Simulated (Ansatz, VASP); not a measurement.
## Hf in VASP and in Ansatz

```xyz
1
Lattice="2.9327 0.0000 0.0000 0.0000 2.9327 0.0000 0.0000 0.0000 2.9327" Properties=species:S:1:pos:R:3 pbc="T T T"
Hf    0.0000    0.0000    0.0000
```

Alike in both runs: task single point; functional LDA; k mesh 13 × 13 × 13; occupations fermi-dirac, width 0.1 eV; no spin polarisation.

|  | VASP | Ansatz |
| --- | --- | --- |
| version | VASP 6.6.1 | Ansatz 0.2.0 |
| potentials or method | VASP PAW LDA potentials, release 64 (Hf_pv), cutoff 520 eV | plane waves (420 eV) with PAW, scalar-relativistic |
| valence electrons in the cell | 10 | 26 |

|  | VASP | Ansatz | Ansatz less VASP |
| --- | --- | --- | --- |
| pressure (GPa) | -7.9 | -7.9 | +0.04 |

Ansatz warns that its potentials were made for another functional, while VASP's fit it. LDA's correlation is that of Perdew and Zunger in VASP and of Perdew and Wang (1992) in Ansatz. VASP's potentials hold 10 valence electrons a cell and Ansatz's 26, so a difference there can come from the potentials and not from the codes.

Spin-orbit coupling is off throughout.
